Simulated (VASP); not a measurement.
Write the native input for VASP 6.6.1 that does the following.

```yaml
Task: relaxation of cell and atoms
Functional: PBEsol
Potentials_or_basis: VASP PAW PBE potentials, release 64 (Co)
Cutoff: 600 eV
k_mesh: 28 × 28 × 28
Occupations: gaussian, width 0.1 eV
Spin: no spin polarisation
Dipole_correction: no
Further_INCAR_settings: ALGO = Normal; EDIFF = 1e-06; IBRION = 2; EDIFFG = -0.01; NSW = 100; ISIF = 3
```

The structure of Co lies in POSCAR:

```
Co
1.0
   -1.3622781696      1.3622781696      1.3622781696
    1.3622781696     -1.3622781696      1.3622781696
    1.3622781696      1.3622781696     -1.3622781696
Co
1
Direct
    0.0000000000      0.0000000000      0.0000000000
```

This isn't the form of Co at room conditions, which is hcp.

The input as run:

INCAR

```
SYSTEM = Co
PREC = Accurate ; ENCUT = 600
EDIFF = 1E-6 ; ISMEAR = 0
SIGMA = 0.1 ; LREAL = .FALSE.
LASPH = .TRUE. ; NELM = 100
ALGO = Normal ; ISIF = 3
LWAVE = .FALSE. ; LCHARG = .FALSE.
GGA = PS ; IBRION = 2
NSW = 100 ; EDIFFG = -0.01
```

KPOINTS

```
Automatic mesh
0
G
  28 28 28
  0 0 0
```

Potentials or basis: VASP PAW PBE potentials, release 64 (Co).

The run is started by

```sh
$ cat potpaw_PBE.64/Co/POTCAR > POTCAR
$ mpirun -np 1 vasp_std > vasp.out
```

Results of the run:

```json
{"Relaxed volume": "10.06 Å³/atom", "Relaxed cell": "a = 2.355 Å, b = 2.355 Å, c = 2.355 Å, α = 109.47°, β = 109.47°, γ = 109.47°", "Space group after relaxing (to 0.1 Å)": "Im-3m (No. 229)", "Energy gained by relaxing": "0.3 meV/atom", "Ionic steps": "3", "Pressure after relaxing": "0.1 GPa", "Band gap on the k mesh": "zero (an odd number of electrons rules out a gap without spin polarisation)"}
```

Caveat: the PAW data sets were made with another functional, which shifts forces and pressure a little; the run has no spin polarisation, though such a crystal can be magnetic.

Wall time 2.6 min on 1 thread of Intel Xeon 8259CL, with other jobs on the host, peak memory 0.2 GiB.
